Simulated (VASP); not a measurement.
BaSc2C2:

```
CELL_PARAMETERS angstrom
4.30680 0.00000 0.00000
0.00000 4.30680 0.00000
0.00000 0.00000 5.91335
ATOMIC_POSITIONS crystal
Ba 0.00000 0.00000 0.00000
Sc 0.50000 0.00000 0.50000
Sc 0.00000 0.50000 0.50000
C 0.50000 0.50000 0.80279
C 0.50000 0.50000 0.19721
```

The cell was built from a structure type or drawn by symmetry, and may not be a known phase.

| Item | Value |
| --- | --- |
| Program | VASP 6.6.1 |
| Task | relaxation of cell and atoms |
| Functional | PBE |
| Potentials or basis | VASP PAW PBE potentials, release 64 (Ba_sv, Sc_sv, C_h) |
| Cutoff | 910 eV |
| k mesh | 4 × 4 × 4 |
| Occupations | gaussian, width 0.1 eV |
| Spin | no spin polarisation |

At the start: pressure -11.9 GPa; volume 21.94 Å³/atom.

How do energy, volume and symmetry change on relaxing?

Over 18 steps the energy falls by 441.8 meV/atom and the volume is 17.31 Å³/atom (-21.1 %); space group P4/mmm (No. 123, to 0.1 Å) before and after.

The path:
```tsv
step	energy change (eV)	largest force (eV/Å)	pressure (GPa)	volume (Å³)
1	0.0000	1.2346	-11.95	109.68
2	-1.3363	0.0132	0.90	85.60
3	-1.3362	0.0087	0.89	85.65
4	-1.3681	0.4002	-0.18	86.27
5	-1.3691	0.4903	-0.40	86.40
6	-1.4027	0.8067	-0.80	86.14
7	-1.5761	1.6482	-1.46	85.29
8	-1.9498	1.1701	1.20	83.28
9	-1.9544	0.9249	1.51	83.25
10	-1.9555	0.7140	1.79	83.24
11	-1.9622	0.7019	1.75	83.28
12	-1.9818	0.6664	1.61	83.42
13	-2.0180	0.5961	1.35	83.69
14	-2.0794	0.4586	0.97	84.23
15	-2.1663	0.2046	0.35	85.28
16	-2.1918	0.0405	-0.59	87.25
17	-2.2088	0.0018	-0.31	86.47
18	-2.2089	0.0069	-0.34	86.53
```

Final structure:
```cif
data_structure
_symmetry_space_group_name_H-M 'P 1'
_symmetry_Int_Tables_number 1
_cell_length_a 4.1955
_cell_length_b 4.1955
_cell_length_c 4.9157
_cell_angle_alpha 90.000
_cell_angle_beta 90.000
_cell_angle_gamma 90.000
_cell_volume 86.53
loop_
_atom_site_label
_atom_site_type_symbol
_atom_site_fract_x
_atom_site_fract_y
_atom_site_fract_z
_atom_site_occupancy
Ba1 Ba 0.00000 0.00000 0.00000 1
Sc1 Sc 0.50000 0.00000 0.50000 1
Sc2 Sc 0.00000 0.50000 0.50000 1
C1 C 0.50000 0.50000 0.85544 1
C2 C 0.50000 0.50000 0.14456 1
```

Caveat: the k points lie up to 0.37 Å⁻¹ apart in the final cell, too coarse for converged energies and pressures of a metal; the cutoff is under 1.25 times the usual one of these potentials, so pressure, stress and relaxed cells hold a basis-set (Pulay) error; the volume moved by over 15 % at a fixed basis, so the end points are rough.
